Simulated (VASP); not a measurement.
# Sc2Ru (Fd-3m) in VASP: relaxation of cell and atoms with PBE

Aim: the relaxation of cell and atoms of Sc2Ru with PBE.

Program: VASP 6.6.1. These are calculated values, not measurements. Logs are shortened: lines on timing, memory, paths and dates and some standing lists are left out, and cuts for length are marked.

### Step 1. The cell of the first run

The structure is cubic, space group Fd-3m (No. 227). Conventional cell: a = 7.649 Å, b = 7.649 Å, c = 7.649 Å, α = 90.00°, β = 90.00°, γ = 90.00°. Within 3.6 Å of Sc (site symmetry -3m) lie 6 Sc at 2.70 Å and 6 Ru at 3.17 Å. Ru (site symmetry -43m) has 12 Sc at 3.17 Å and 4 Ru at 3.31 Å within 4.2 Å.

### Step 2. Relaxation of cell and atoms, PBE

Contents of INCAR:

```
PREC = Accurate
ENCUT = 600
EDIFF = 1E-7
ISMEAR = 0
SIGMA = 0.1
LREAL = False
LASPH = True
NELM = 100
ALGO = Fast
ISIF = 3
LWAVE = False
LCHARG = False
GGA = PE
IBRION = 2
NSW = 100
EDIFFG = -0.01
```

Contents of KPOINTS:

```
regular mesh
0
Gamma
  8 8 8
```

Contents of POSCAR:

```
Sc2Ru
1.0
    0.0000000000      3.8246013012      3.8246013012
    3.8246013012      0.0000000000      3.8246013012
    3.8246013012      3.8246013012      0.0000000000
Sc Ru
4 2
Direct
    0.1250000000      0.1250000000      0.1250000000
    0.6250000000      0.1250000000      0.1250000000
    0.1250000000      0.1250000000      0.6250000000
    0.1250000000      0.6250000000      0.1250000000
    0.5000000000      0.5000000000      0.5000000000
    0.7500000000      0.7500000000      0.7500000000
```

Potentials or basis: VASP PAW PBE potentials, release 64 (Sc_sv, Ru_pv).

Launch:

```sh
cat potpaw_PBE.64/Sc_sv/POTCAR potpaw_PBE.64/Ru_pv/POTCAR > POTCAR
mpirun -np 1 vasp_std > vasp.out
```

OUTCAR:

```text
PREC = Accurate
   ENCUT = 600
   EDIFF = 1E-7
   ISMEAR = 0
   LREAL = False
   LASPH = True
   NELM = 100
   ISIF = 3
   GGA = PE
   IBRION = 2
   NSW = 100
   EDIFFG = -0.01

 ion  position               nearest neighbor table
   1  0.125  0.125  0.125-   2 2.70   3 2.70   4 2.70   3 2.70   4 2.70   2 2.70   6 3.17   5 3.17
                             6 3.17   5 3.17   6 3.17   5 3.17
   2  0.625  0.125  0.125-   1 2.70   3 2.70   4 2.70   1 2.70   3 2.70   4 2.70   5 3.17   6 3.17
                             5 3.17   5 3.17   6 3.17   6 3.17
   3  0.125  0.125  0.625-   1 2.70   1 2.70   2 2.70   4 2.70   4 2.70   2 2.70   6 3.17   5 3.17
                             6 3.17   5 3.17   6 3.17   5 3.17
   4  0.125  0.625  0.125-   1 2.70   3 2.70   1 2.70   2 2.70   3 2.70   2 2.70   5 3.17   6 3.17
                             5 3.17   6 3.17   6 3.17   5 3.17
   5  0.500  0.500  0.500-   1 3.17   3 3.17   4 3.17   1 3.17   2 3.17   3 3.17   1 3.17   2 3.17
                             4 3.17   2 3.17   3 3.17   4 3.17   6 3.31   6 3.31   6 3.31   6 3.31
   6  0.750  0.750  0.750-   2 3.17   3 3.17   4 3.17   1 3.17   2 3.17   4 3.17   1 3.17   2 3.17
                             3 3.17   1 3.17   3 3.17   4 3.17   5 3.31   5 3.31   5 3.31   5 3.31

  LATTYP: Found a face centered cubic cell.
 ALAT       =     7.6492026024

  Lattice vectors:

 A1 = (   0.0000000000,   3.8246013012,   3.8246013012)
 A2 = (   3.8246013012,   0.0000000000,   3.8246013012)
 A3 = (   3.8246013012,   3.8246013012,   0.0000000000)

Analysis of symmetry for initial positions (statically):
=====================================================================
 Subroutine PRICEL returns:
 Original cell was already a primitive cell.

 Routine SETGRP: Setting up the symmetry group for a
 face centered cubic supercell.

 Subroutine GETGRP returns: Found 48 space group operations
 (whereof 24 operations were pure point group operations)
 out of a pool of 48 trial point group operations.

The static configuration has the point symmetry T_d .
 The point group associated with its full space group is O_h .

Analysis of symmetry for dynamics (positions and initial velocities):
=====================================================================
 Subroutine PRICEL returns:
 Original cell was already a primitive cell.

 Routine SETGRP: Setting up the symmetry group for a
 face centered cubic supercell.

 Subroutine GETGRP returns: Found 48 space group operations
 (whereof 24 operations were pure point group operations)
 out of a pool of 48 trial point group operations.

The dynamic configuration has the point symmetry T_d .
 The point group associated with its full space group is O_h .

 Subroutine INISYM returns: Found 48 space group operations
 (whereof 24 operations are pure point group operations),
 and found     1 'primitive' translations

----------------------------------------------------------------------------------------

                                     Primitive cell

  volume of cell :     111.8893

  direct lattice vectors                    reciprocal lattice vectors
     0.000000000  3.824601301  3.824601301    -0.130732581  0.130732581  0.130732581
     3.824601301  0.000000000  3.824601301     0.130732581 -0.130732581  0.130732581
     3.824601301  3.824601301  0.000000000     0.130732581  0.130732581 -0.130732581

  length of vectors
     5.408803031  5.408803031  5.408803031     0.226435473  0.226435473  0.226435473

  position of ions in fractional coordinates (direct lattice)
     0.125000000  0.125000000  0.125000000
     0.625000000  0.125000000  0.125000000
     0.125000000  0.125000000  0.625000000
     0.125000000  0.625000000  0.125000000
     0.500000000  0.500000000  0.500000000
     0.750000000  0.750000000  0.750000000

  ion indices of the primitive-cell ions
   primitive index   ion index
                 1           1
                 2           2
                 3           3
                 4           4
                 5           5
                 6           6

----------------------------------------------------------------------------------------

 KPOINTS: regular mesh

Automatic generation of k-mesh.
 Grid dimensions read from file:
 generate k-points for:    8    8    8

 Generating k-lattice:

  Cartesian coordinates                     Fractional coordinates (reciprocal lattice)
    -0.016341573  0.016341573  0.016341573     0.125000000  0.000000000  0.000000000
     0.016341573 -0.016341573  0.016341573     0.000000000  0.125000000  0.000000000
     0.016341573  0.016341573 -0.016341573     0.000000000  0.000000000  0.125000000

  Length of vectors
     0.028304434  0.028304434  0.028304434

  Shift w.r.t. Gamma in fractional coordinates (k-lattice)
     0.000000000  0.000000000  0.000000000

 Subroutine IBZKPT returns following result:
 ===========================================

 Found     29 irreducible k-points:

 Following reciprocal coordinates:
            Coordinates               Weight
  0.000000  0.000000  0.000000      1.000000
  0.125000  0.000000  0.000000      8.000000
  0.250000  0.000000  0.000000      8.000000
  0.375000  0.000000  0.000000      8.000000
  0.500000  0.000000  0.000000      4.000000
  0.125000  0.125000  0.000000      6.000000
[... 16 lines left out ...]
  0.500000  0.250000  0.125000     48.000000
 -0.375000  0.250000  0.125000     24.000000
 [... further k-points ...]
   k-points           NKPTS =     29   k-points in BZ     NKDIM =     29   number of bands    NBANDS=     43
   number of dos      NEDOS =    301   number of ions     NIONS =      6
   total plane-waves  NPLWV = 110592
   dimension x,y,z NGX =    48 NGY =   48 NGZ =   48
   dimension x,y,z NGXF=    96 NGYF=   96 NGZF=   96
   ions per type =               4   2
   NGX,Y,Z   is equivalent  to a cutoff of  14.75, 14.75, 14.75 a.u.
   NGXF,Y,Z  is equivalent  to a cutoff of  29.51, 29.51, 29.51 a.u.
 SYSTEM =  unknown system
   PREC   = accura    normal or accurate (medium, high low for compatibility)
   ISTART =      0    job   : 0-new  1-cont  2-samecut
   ICHARG =      2    charge: 1-file 2-atom 10-const
   ISPIN  =      1    spin polarized calculation?
   LNONCOLLINEAR =      F non collinear calculations
   LSORBIT =      F    spin-orbit coupling
   LASPH  =      T    aspherical Exc in radial PAW
   ENCUT  =  600.0 eV  44.10 Ry    6.64 a.u.  10.80 10.80 10.80*2*pi/ulx,y,z
   NELM   =    100;   NELMIN=  2; NELMDL= -5     # of ELM steps
   EDIFF  = 0.1E-06   stopping-criterion for ELM
   LREAL  =      F    real-space projection
   EDIFFG = -.1E-01   stopping-criterion for IOM
   NSW    =    100    number of steps for IOM
   IBRION =      2    ionic relax: 0-MD 1-quasi-New 2-CG
   NFREE  =      1    steps in history (QN), initial steepest desc. (CG)
   ISIF   =      3    stress and relaxation
   ISYM   =      2    0-nonsym 1-usesym 2-fastsym
   POTIM  = 0.5000    time-step for ionic-motion
   TEBEG  =    0.0;   TEEND  =   0.0 temperature during run
   PSTRESS=    0.0 pullay stress
   NELECT =      72.0000    total number of electrons
   NUPDOWN=      -1.0000    fix difference up-down
   EMIN   =  10.00;   EMAX   =-10.00  energy-range for DOS
   EFERMI =   0.00;   METHOD = LEGACY
   ISMEAR =     0;   SIGMA  =   0.10  broadening in eV -4-tet -1-fermi 0-gaus
   EFERMI_NEDOS =   21; number of points for ismear=-14 and -15
   IALGO  =     68    algorithm
   IMIX   =      4    mixing-type and parameters
     AMIX     =   0.40;   BMIX     =  1.00
     AMIX_MAG =   1.60;   BMIX_MAG =  1.00
  volume/ion in A,a.u.               =      18.65       125.84
  Fermi-wavevector in a.u.,A,eV,Ry     =   1.413371  2.670884 27.179236  1.997617
  Thomas-Fermi vector in A             =   2.535023
   LORBIT       =      0    0 simple, 1 ext, 2 COOP (PROOUT), +10 PAW based schemes
   GGA     = PE    functional components
   LHFCALC =     F    Hartree Fock is set to
   AEXX    =    0.0000 exact exchange contribution
   IVDW    =     0    specifies the selected vdW correction
   LEPSILON=     F    determine dielectric tensor
   LRPA    =     F    only Hartree local field effects (RPA)
 conjugate gradient relaxation of ions
 non-spin polarized calculation
 RMM-DIIS sequential band-by-band and
 Gauss-broadening in eV      SIGMA  =   0.10
  energy-cutoff  :      600.00
  volume of cell :      111.89
 maximum number of plane-waves:      3752
 NGX is ok and might be reduce to    48
   NGX = 21   NGY = 21   NGZ = 21

--------------------------------------- Ionic step        1  -------------------------------------------

 number of electron      71.9999998 magnetization

 Free energy of the ion-electron system (eV)
  ---------------------------------------------------
  ext. energy  EPLUGINS =         0.00000000
  ---------------------------------------------------
  free energy    TOTEN  =       -40.24858178 eV

  energy without entropy =      -40.21753881  energy(sigma->0) =      -40.23306029

------------------------ aborting loop because EDIFF is reached ----------------------------------------

  FORCE on cell =-STRESS in cart. coord.  units (eV):
  Direction    XX          YY          ZZ          XY          YZ          ZX
  --------------------------------------------------------------------------------------
  -------------------------------------------------------------------------------------
  Total        0.2905653      0.2905653      0.2905653      0.0000000      0.0000000      0.0000000
  in kB        4.1606948      4.1606948      4.1606948      0.0000000      0.0000000      0.0000000
  external PRESSURE =       4.1606948 kB  Pullay stress =       0.0000000 kB
[... 65 lines left out ...]
  energy  without entropy=      -40.2178839341  energy(sigma->0) =      -40.23351261

--------------------------------------- Ionic step        3  -------------------------------------------

 number of electron      71.9999998 magnetization

 Free energy of the ion-electron system (eV)
  ---------------------------------------------------
  ext. energy  EPLUGINS =         0.00000000
  ---------------------------------------------------
  free energy    TOTEN  =       -40.24927793 eV

  energy without entropy =      -40.21808819  energy(sigma->0) =      -40.23368306

 E-fermi :   6.0345     XC(G=0): -11.3935

 val. band max:        6.0079531994   @ k =   0.5000   0.0000   0.0000
 cond. band min:       6.0418848130   @ k =  -0.3750   0.2500   0.1250
 fundamental gap:      0.0339316137
 Fermi energy:         6.0345470843

 k-point     1 :       0.0000    0.0000    0.0000
  band No.  band energies     occupation
      1     -43.1501      2.00000
      2     -42.8145      2.00000
      3     -42.8145      2.00000
      4     -42.8145      2.00000
      5     -35.8881      2.00000
      6     -35.8881      2.00000
[... 1093 lines left out ...]
     42       7.7116      0.00000
     43       7.7196      0.00000

 [... further k-points ...]
[... 5 lines left out ...]
  --------------------------------------------------------------------------------------
  -------------------------------------------------------------------------------------
  Total       -0.0012627     -0.0012627     -0.0012627      0.0000000      0.0000000     -0.0000000
  in kB       -0.0179937     -0.0179937     -0.0179937      0.0000000      0.0000000     -0.0000000
  external PRESSURE =      -0.0179937 kB  Pullay stress =       0.0000000 kB
[... 21 lines left out ...]
  FREE ENERGIE OF THE ION-ELECTRON SYSTEM (eV)
  ---------------------------------------------------
  free  energy   TOTEN  =       -40.2492779296 eV

  energy  without entropy=      -40.2180881864  energy(sigma->0) =      -40.23368306

 reached required accuracy - stopping structural energy minimisation
```

It took 10 min on 1 thread of Intel Xeon Platinum 8488C (Sapphire Rapids), shared host; peak memory 0.41 GiB.

What came out:

* Free energy: -40.2493 eV
* Relaxed volume: 18.74 Å³/atom
* Relaxed cell: a = 5.418 Å, b = 5.418 Å, c = 5.418 Å, α = 60.00°, β = 60.00°, γ = 60.00°
* Space group after relaxing (to 0.1 Å): Fd-3m (No. 227)
* Energy gained by relaxing: 0.1 meV/atom
* Ionic steps: 3
* Pressure after relaxing: 0.0 GPa
* Band gap on the k mesh: zero (bands 36 and 37 overlap by 0.65 eV)

Step by step:
```csv
step,energy change (eV),largest force (eV/Å),pressure (GPa),volume (Å³)
1,0.0000,0.0000,0.42,111.89
2,-0.0006,0.0000,-0.18,112.68
3,-0.0007,0.0000,0.00,112.43
```

Final structure:
```
CELL_PARAMETERS angstrom
0.00000 3.83076 3.83076
3.83076 0.00000 3.83076
3.83076 3.83076 0.00000
ATOMIC_POSITIONS crystal
Sc 0.12500 0.12500 0.12500
Sc 0.62500 0.12500 0.12500
Sc 0.12500 0.12500 0.62500
Sc 0.12500 0.62500 0.12500
Ru 0.50000 0.50000 0.50000
Ru 0.75000 0.75000 0.75000
```

The gap in the log of VASP goes by the Fermi energy; the results here count the filled bands.